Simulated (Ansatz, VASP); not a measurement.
## Ta2N: VASP beside Ansatz

Contents of INCAR:

```
PREC     = Accurate       # precision mode
ENCUT    = 520            # plane-wave cutoff, eV
EDIFF    = 1E-7           # SCF threshold, eV
ISMEAR   = -1             # smearing method
SIGMA    = 0.05           # smearing width, eV
LREAL    = F              # projectors in reciprocal space
LASPH    = T              # aspherical terms in the spheres
NELM     = 100            # most SCF steps
ALGO     = Normal         # electronic algorithm
ISIF     = 2              # what is computed and relaxed
LWAVE    = F              # write WAVECAR
LCHARG   = T              # write CHGCAR
GGA      = PS             # functional
LELF     = T              # ELF
LVHAR    = T            
NBANDS   = 20             # bands
```

File KPOINTS:

```
regular mesh
0
Gamma
  10 10 6
```

POSCAR

```
Ta2N
1.0
    3.2373759662      0.0000000000      0.0000000000
   -1.6186879831      2.8036498283      0.0000000000
    0.0000000000      0.0000000000      4.8698410000
Ta N
2 1
Direct
    0.3333333333      0.6666666667      0.2547110000
    0.6666666667      0.3333333333      0.7452890000
    0.0000000000      0.0000000000      0.0000000000
```

The input input.yaml:

```yaml
crystal:
  lattice:
    - [3.2373759662, 0.0, 0.0]
    - [-1.6186879831, 2.8036498283, 0.0]
    - [0.0, 0.0, 4.869841]
  atoms:
    - { symbol: Ta, position: [0.3333333333, 0.6666666667, 0.254711] }
    - { symbol: Ta, position: [0.6666666667, 0.3333333333, 0.745289] }
    - { symbol: "N", position: [0.0, 0.0, 0.0] }
kpoints:
  mp_grid: { grid: [10, 10, 6] }
  band_path:
    path:
      - [0.0, 0.0, 0.0]
      - [0.5, 0.0, 0.0]
      - [0.3333333333, 0.3333333333, 0.0]
      - [0.0, 0.0, 0.0]
      - [0.0, 0.0, 0.5]
      - [0.5, 0.0, 0.5]
      - [0.3333333333, 0.3333333333, 0.5]
      - [0.0, 0.0, 0.5]
    npoints: 6
scf:
  occupations: { method: fermi_dirac, width: 0.05 }
hamiltonian:
  xc: pbesol
  pseudopotentials: { kind: all_electron, lapw: { basis_error: 0.002 } }
output:
  forces: true
  stress: true
  eigenvalues: true
```

Change from the starting cell: strain_xy = 0.04.

Alike in both runs: functional PBEsol; k mesh 10 × 10 × 6; occupations fermi-dirac, width 0.05 eV; no spin polarisation.

|  | VASP | Ansatz |
| --- | --- | --- |
| version | VASP 6.6.1 | Ansatz 0.2.0 |
| potentials or method | VASP PAW PBE potentials, release 64 (Ta_pv, N), cutoff 520 eV | all-electron LAPW, scalar-relativistic |
| task | single point | band structure |

```tsv
	VASP	Ansatz	Ansatz less VASP
gap on the k mesh at the Fermi level (eV)	none	none	-
pressure (GPa)	-25.7	-25.9	-0.12
traceless stress, the component that is largest in VASP (GPa)	4.40	4.44	+0.042
rms of the force components (eV/Å)	0.428	0.443	+0.0142
```

VASP's potentials were made for PBE, not for PBEsol. Atom by atom the forces differ by 0.014 eV/Å (rms over components). A gap of «none» marks a metal or a gap that the smearing closes. Ansatz ran all-electron here, and VASP with PAW potentials.

Spin-orbit coupling is off throughout.
